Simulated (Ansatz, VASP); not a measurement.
**In2Au in VASP and in Ansatz**

```
In Au
1.0
     0.00000    3.24013    3.24013
     3.24013    0.00000    3.24013
     3.24013    3.24013    0.00000
In Au
2 1
Direct
  0.25000 0.25000 0.25000
  0.75000 0.75000 0.75000
  0.00000 0.00000 0.00000
```

Change from the starting cell: volume scaled by 0.99, PAW files.

Alike in both runs: task electric field gradients; functional LDA; k mesh 10 × 10 × 10; occupations fermi-dirac, width 0.05 eV; no spin polarisation.

|  | VASP | Ansatz |
| --- | --- | --- |
| version | VASP 6.6.1 | Ansatz 0.2.0 |
| potentials or method | VASP PAW LDA potentials, release 64 (In_d, Au) | PAW with Ansatz's default frozen-core files, scalar-relativistic |
| plane-wave cutoff (eV) | 520 | 420 |
| valence electrons in the cell | 37 | 45 |

Ansatz gave:

* pressure (GPa): -0.6

Q: Which values does VASP return?

A: Pressure (GPa): -0.5.

LDA's correlation is that of Perdew and Zunger in VASP and of Perdew and Wang (1992) in Ansatz. VASP's potentials hold 37 valence electrons a cell and Ansatz's 45, so a difference there can come from the potentials and not from the codes.

Spin-orbit coupling is off throughout.
